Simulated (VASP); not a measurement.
# SrCl2 (Fmmm) in VASP: single point with PBE

Aim: the single point of SrCl2 with PBE.

Everything below comes from runs of VASP 6.6.1. Logs are shortened: lines on timing, memory, paths and dates and some standing lists are left out, and cuts for length are marked.

**1. The cell of the first run**

The structure is orthorhombic, space group Fmmm (No. 69). Conventional cell: a = 6.832 Å, b = 6.971 Å, c = 7.110 Å, α = 90.00°, β = 90.00°, γ = 90.00°. Sr (site symmetry mmm) has 8 Cl at 3.02 Å within 4.0 Å. Within 4.0 Å of Cl (site symmetry 222) lie 4 Sr at 3.02 Å and 6 Cl at 3.42 to 3.56 Å.

**2. Single point, PBE (strain -0.0200 x Voigt [1, -1, 0, 0, 0, 0])**

File INCAR:

```
SYSTEM = SrCl2
  ALGO = Normal
  EDIFF = 1E-7
  ENCUT = 520
  GGA = PE
  ISIF = 2
  ISMEAR = 0
  LASPH = .True.
  LCHARG = .False.
  LREAL = .False.
  LWAVE = .False.
  NBANDS = 19
  NELM = 100
  PREC = Accurate
  SIGMA = 0.05
```

File KPOINTS:

```
k-points
0
Gamma
  6 6 6
  0 0 0
```

File POSCAR:

```
SrCl2
1.0
    0.0000000000      3.5552100000      3.4855000000
    3.4157900000      0.0000000000      3.4855000000
    3.4157900000      3.5552100000      0.0000000000
Sr Cl
1 2
Direct
    0.0000000000      0.0000000000      0.0000000000
    0.2500000000      0.2500000000      0.2500000000
    0.7500000000      0.7500000000      0.7500000000
```

Potentials or basis: VASP PAW PBE potentials, release 64 (Sr_sv, Cl).

On the command line:

```
> cat potpaw_PBE.64/Sr_sv/POTCAR potpaw_PBE.64/Cl/POTCAR > POTCAR
> mpirun -np 1 vasp_std > vasp.out
```

OUTCAR:

```text
SYSTEM = SrCl2
   EDIFF = 1E-7
   ENCUT = 520
   GGA = PE
   ISIF = 2
   ISMEAR = 0
   LASPH = .True.
   LREAL = .False.
   NELM = 100
   PREC = Accurate

 ion  position               nearest neighbor table
   1  0.000  0.000  0.000-   3 3.02   3 3.02   3 3.02   2 3.02   3 3.02   2 3.02   2 3.02   2 3.02

   2  0.250  0.250  0.250-   1 3.02   1 3.02   1 3.02   1 3.02
   3  0.750  0.750  0.750-   1 3.02   1 3.02   1 3.02   1 3.02

  LATTYP: Found a face centered orthorhombic cell.
 ALAT       =     6.8315800000
 B/A-ratio  =     1.0204081633
 C/A-ratio  =     1.0408163265

  Lattice vectors:

 A1 = (   0.0000000000,   3.5552100000,  -3.4855000000)
 A2 = (   3.4157900000,   3.5552100000,   0.0000000000)
 A3 = (   3.4157900000,   0.0000000000,  -3.4855000000)

Analysis of symmetry for initial positions (statically):
=====================================================================
 Subroutine PRICEL returns:
 Original cell was already a primitive cell.

 Routine SETGRP: Setting up the symmetry group for a
 face centered orthorhombic supercell.

 Subroutine GETGRP returns: Found  8 space group operations
 (whereof  8 operations were pure point group operations)
 out of a pool of  8 trial point group operations.

The static configuration has the point symmetry D_2h.

Analysis of symmetry for dynamics (positions and initial velocities):
=====================================================================
 Subroutine PRICEL returns:
 Original cell was already a primitive cell.

 Routine SETGRP: Setting up the symmetry group for a
 face centered orthorhombic supercell.

 Subroutine GETGRP returns: Found  8 space group operations
 (whereof  8 operations were pure point group operations)
 out of a pool of  8 trial point group operations.

The dynamic configuration has the point symmetry D_2h.

 Subroutine INISYM returns: Found  8 space group operations
 (whereof  8 operations are pure point group operations),
 and found     1 'primitive' translations

----------------------------------------------------------------------------------------

                                     Primitive cell

  volume of cell :      84.6548

  direct lattice vectors                    reciprocal lattice vectors
     0.000000000  3.555210000  3.485500000    -0.146379022  0.140638668  0.143451442
     3.415790000  0.000000000  3.485500000     0.146379022 -0.140638668  0.143451442
     3.415790000  3.555210000  0.000000000     0.146379022  0.140638668 -0.143451442

  length of vectors
     4.978777801  4.880197903  4.930227121     0.248564618  0.248564618  0.248564618

  position of ions in fractional coordinates (direct lattice)
     0.000000000  0.000000000  0.000000000
     0.250000000  0.250000000  0.250000000
     0.750000000  0.750000000  0.750000000

  ion indices of the primitive-cell ions
   primitive index   ion index
                 1           1
                 2           2
                 3           3

----------------------------------------------------------------------------------------

 KPOINTS: k-points

Automatic generation of k-mesh.
 Grid dimensions read from file:
 generate k-points for:    6    6    6

 Generating k-lattice:

  Cartesian coordinates                     Fractional coordinates (reciprocal lattice)
    -0.024396504  0.023439778  0.023908574     0.166666667  0.000000000  0.000000000
     0.024396504 -0.023439778  0.023908574     0.000000000  0.166666667  0.000000000
     0.024396504  0.023439778 -0.023908574     0.000000000  0.000000000  0.166666667

  Length of vectors
     0.041427436  0.041427436  0.041427436

  Shift w.r.t. Gamma in fractional coordinates (k-lattice)
     0.000000000  0.000000000  0.000000000

 Subroutine IBZKPT returns following result:
 ===========================================

 Found     46 irreducible k-points:

 Following reciprocal coordinates:
            Coordinates               Weight
  0.000000  0.000000  0.000000      1.000000
  0.166667  0.000000  0.000000      8.000000
  0.333333  0.000000 -0.000000      8.000000
  0.500000  0.000000  0.000000      4.000000
  0.166667  0.166667  0.000000      2.000000
  0.333333  0.166667 -0.000000      8.000000
[... 16 lines left out ...]
 -0.166667  0.166667  0.166667      8.000000
  0.500000  0.333333  0.166667      4.000000
 [... further k-points ...]
   k-points           NKPTS =     46   k-points in BZ     NKDIM =     46   number of bands    NBANDS=     19
   number of dos      NEDOS =    301   number of ions     NIONS =      3
   total plane-waves  NPLWV =  57600
   dimension x,y,z NGX =    40 NGY =   36 NGZ =   40
   dimension x,y,z NGXF=    80 NGYF=   72 NGZF=   80
   ions per type =               1   2
   NGX,Y,Z   is equivalent  to a cutoff of  13.36, 12.26, 13.49 a.u.
   NGXF,Y,Z  is equivalent  to a cutoff of  26.71, 24.53, 26.98 a.u.
 SYSTEM =  SrCl2
   PREC   = accura    normal or accurate (medium, high low for compatibility)
   ISTART =      0    job   : 0-new  1-cont  2-samecut
   ICHARG =      2    charge: 1-file 2-atom 10-const
   ISPIN  =      1    spin polarized calculation?
   LNONCOLLINEAR =      F non collinear calculations
   LSORBIT =      F    spin-orbit coupling
   LASPH  =      T    aspherical Exc in radial PAW
   ENCUT  =  520.0 eV  38.22 Ry    6.18 a.u.   9.26  9.07  9.17*2*pi/ulx,y,z
   NELM   =    100;   NELMIN=  2; NELMDL= -5     # of ELM steps
   EDIFF  = 0.1E-06   stopping-criterion for ELM
   LREAL  =      F    real-space projection
   EDIFFG = 0.1E-05   stopping-criterion for IOM
   NSW    =      0    number of steps for IOM
   IBRION =     -1    ionic relax: 0-MD 1-quasi-New 2-CG
   NFREE  =      0    steps in history (QN), initial steepest desc. (CG)
   ISIF   =      2    stress and relaxation
   ISYM   =      2    0-nonsym 1-usesym 2-fastsym
   POTIM  = 0.5000    time-step for ionic-motion
   TEBEG  =    0.0;   TEEND  =   0.0 temperature during run
   PSTRESS=    0.0 pullay stress
   NELECT =      24.0000    total number of electrons
   NUPDOWN=      -1.0000    fix difference up-down
   EMIN   =  10.00;   EMAX   =-10.00  energy-range for DOS
   EFERMI =   0.00;   METHOD = LEGACY
   ISMEAR =     0;   SIGMA  =   0.05  broadening in eV -4-tet -1-fermi 0-gaus
   EFERMI_NEDOS =   21; number of points for ismear=-14 and -15
   IALGO  =     38    algorithm
   IMIX   =      4    mixing-type and parameters
     AMIX     =   0.40;   BMIX     =  1.00
     AMIX_MAG =   1.60;   BMIX_MAG =  1.00
  volume/ion in A,a.u.               =      28.22       190.43
  Fermi-wavevector in a.u.,A,eV,Ry     =   1.075461  2.032327 15.736727  1.156617
  Thomas-Fermi vector in A             =   2.211318
   LORBIT       =      0    0 simple, 1 ext, 2 COOP (PROOUT), +10 PAW based schemes
   GGA     = PE    functional components
   LHFCALC =     F    Hartree Fock is set to
   AEXX    =    0.0000 exact exchange contribution
   IVDW    =     0    specifies the selected vdW correction
   LEPSILON=     F    determine dielectric tensor
   LRPA    =     F    only Hartree local field effects (RPA)
 non-spin polarized calculation
 Gauss-broadening in eV      SIGMA  =   0.05
  energy-cutoff  :      520.00
  volume of cell :       84.65
 maximum number of plane-waves:      2301
 NGX is ok and might be reduce to    40
   NGX = 19   NGY = 19   NGZ = 19

 number of electron      24.0000002 magnetization

 Free energy of the ion-electron system (eV)
  ---------------------------------------------------
  ext. energy  EPLUGINS =         0.00000000
  ---------------------------------------------------
  free energy    TOTEN  =       -12.76962003 eV

  energy without entropy =      -12.76962003  energy(sigma->0) =      -12.76962003

 E-fermi :   0.6059     XC(G=0):  -8.2952

 val. band max:        0.3043422257   @ k =   0.0000   0.5000   0.5000
 cond. band min:       5.4836619786   @ k =   0.0000   0.0000   0.0000
 fundamental gap:      5.1793197529
 Fermi energy:         0.6058765357

 k-point     1 :       0.0000    0.0000    0.0000
  band No.  band energies     occupation
      1     -32.7091      2.00000
      2     -14.7070      2.00000
      3     -14.7017      2.00000
      4     -14.6961      2.00000
      5     -13.1405      2.00000
      6     -12.2787      2.00000
[... 11 lines left out ...]
     18       9.3018      0.00000
     19       9.4920      0.00000

 k-point     2 :       0.1667    0.0000    0.0000
  band No.  band energies     occupation
      1     -32.7082      2.00000
      2     -14.7907      2.00000
      3     -14.7078      2.00000
      4     -14.7022      2.00000
      5     -12.9884      2.00000
      6     -12.3364      2.00000
[... 11 lines left out ...]
     18       8.9289      0.00000
     19       9.9691      0.00000

 k-point     3 :       0.3333    0.0000   -0.0000
  band No.  band energies     occupation
      1     -32.7066      2.00000
      2     -14.9309      2.00000
      3     -14.7140      2.00000
      4     -14.7100      2.00000
      5     -12.7705      2.00000
      6     -12.3933      2.00000
[... 11 lines left out ...]
     18       8.7667      0.00000
     19       9.2899      0.00000

 k-point     4 :       0.5000    0.0000    0.0000
  band No.  band energies     occupation
      1     -32.7058      2.00000
      2     -14.9887      2.00000
      3     -14.7171      2.00000
      4     -14.7139      2.00000
      5     -12.7369      2.00000
      6     -12.3539      2.00000
[... 11 lines left out ...]
     18       8.8175      0.00000
     19       8.9802      0.00000

 k-point     5 :       0.1667    0.1667    0.0000
  band No.  band energies     occupation
      1     -32.7080      2.00000
      2     -14.8120      2.00000
      3     -14.7162      2.00000
      4     -14.7035      2.00000
      5     -12.9335      2.00000
      6     -12.3591      2.00000
[... 11 lines left out ...]
     18       8.9644      0.00000
     19       9.1376      0.00000

 k-point     6 :       0.3333    0.1667   -0.0000
  band No.  band energies     occupation
      1     -32.7066      2.00000
      2     -14.9135      2.00000
      3     -14.7343      2.00000
      4     -14.7156      2.00000
      5     -12.7178      2.00000
      6     -12.4346      2.00000
[... 11 lines left out ...]
     18       8.7023      0.00000
     19       9.6272      0.00000

 k-point     7 :       0.5000    0.1667    0.0000
  band No.  band energies     occupation
      1     -32.7055      2.00000
      2     -14.9643      2.00000
      3     -14.7723      2.00000
      4     -14.7201      2.00000
      5     -12.6468      2.00000
      6     -12.3990      2.00000
[... 11 lines left out ...]
     18       9.0061      0.00000
     19       9.3493      0.00000

 k-point     8 :      -0.3333    0.1667   -0.0000
  band No.  band energies     occupation
      1     -32.7058      2.00000
      2     -14.9404      2.00000
      3     -14.7793      2.00000
      4     -14.7155      2.00000
      5     -12.6522      2.00000
      6     -12.4197      2.00000
[... 256 lines left out ...]
 k-point    20 :       0.3333    0.1667    0.1667
  band No.  band energies     occupation
      1     -32.7072      2.00000
      2     -14.8660      2.00000
      3     -14.7427      2.00000
      4     -14.7059      2.00000
      5     -12.8101      2.00000
      6     -12.3933      2.00000
[... 11 lines left out ...]
     18       9.1017      0.00000
     19      10.1327      0.00000

 k-point    21 :       0.5000    0.1667    0.1667
  band No.  band energies     occupation
      1     -32.7058      2.00000
      2     -14.9405      2.00000
      3     -14.7810      2.00000
      4     -14.7142      2.00000
      5     -12.6603      2.00000
      6     -12.4092      2.00000
[... 11 lines left out ...]
     18       8.7702      0.00000
     19       9.5530      0.00000

 k-point    22 :      -0.3333    0.1667    0.1667
  band No.  band energies     occupation
      1     -32.7055      2.00000
      2     -14.9635      2.00000
      3     -14.7717      2.00000
      4     -14.7192      2.00000
      5     -12.6486      2.00000
      6     -12.4028      2.00000
[... 11 lines left out ...]
     18       9.0260      0.00000
     19       9.3016      0.00000

 k-point    23 :      -0.1667    0.1667    0.1667
  band No.  band energies     occupation
      1     -32.7065      2.00000
      2     -14.9121      2.00000
      3     -14.7319      2.00000
      4     -14.7155      2.00000
      5     -12.7087      2.00000
      6     -12.4543      2.00000
[... 11 lines left out ...]
     18       8.7881      0.00000
     19       9.6407      0.00000

 k-point    24 :       0.5000    0.3333    0.1667
  band No.  band energies     occupation
      1     -32.7055      2.00000
      2     -14.9476      2.00000
      3     -14.7979      2.00000
      4     -14.7177      2.00000
      5     -12.5586      2.00000
      6     -12.4780      2.00000
[... 11 lines left out ...]
     18       8.8933      0.00000
     19       9.9900      0.00000

 [... further k-points ...]

------------------------ aborting loop because EDIFF is reached ----------------------------------------

  FORCE on cell =-STRESS in cart. coord.  units (eV):
  Direction    XX          YY          ZZ          XY          YZ          ZX
  --------------------------------------------------------------------------------------
  -------------------------------------------------------------------------------------
  Total        1.1863700      0.0896818      0.6205131      0.0000000      0.0000000      0.0000000
  in kB       22.4532511      1.6973188     11.7438374      0.0000000      0.0000000      0.0000000
  external PRESSURE =      11.9648024 kB  Pullay stress =       0.0000000 kB

 VOLUME and BASIS-vectors are now :
 -----------------------------------------------------------------------------
  energy-cutoff  :      520.00
  volume of cell :       84.65
      direct lattice vectors                 reciprocal lattice vectors
     0.000000000  3.555210000  3.485500000    -0.146379022  0.140638668  0.143451442
     3.415790000  0.000000000  3.485500000     0.146379022 -0.140638668  0.143451442
     3.415790000  3.555210000  0.000000000     0.146379022  0.140638668 -0.143451442

 POSITION                                       TOTAL-FORCE (eV/Angst)
 -----------------------------------------------------------------------------------
      0.00000      0.00000      0.00000         0.000000      0.000000      0.000000
      1.70789      1.77761      1.74275         0.000000     -0.000000     -0.000000
      5.12369      5.33282      5.22825         0.000000      0.000000      0.000000
 -----------------------------------------------------------------------------------
    total drift:                               -0.000000     -0.000000      0.000000

  FREE ENERGIE OF THE ION-ELECTRON SYSTEM (eV)
  ---------------------------------------------------
  free  energy   TOTEN  =       -12.7696200286 eV

  energy  without entropy=      -12.7696200286  energy(sigma->0) =      -12.76962003
```

Wall time 2.2 min (1 thread of Intel Xeon 8259CL, shared host); peak memory 0.27 GiB.

Results:

```
Free energy            : -12.7696 eV
Pressure               : 1.2 GPa
Band gap on the k mesh : 5.18 eV (least direct gap 5.37 eV)
```

Stress tensor (GPa, compression positive):
```
2.25 0.00 0.00
0.00 0.17 0.00
0.00 0.00 1.17
```

Caveat: the cell differs from its parent crystal (strain -0.0200 x Voigt [1, -1, 0, 0, 0, 0]).
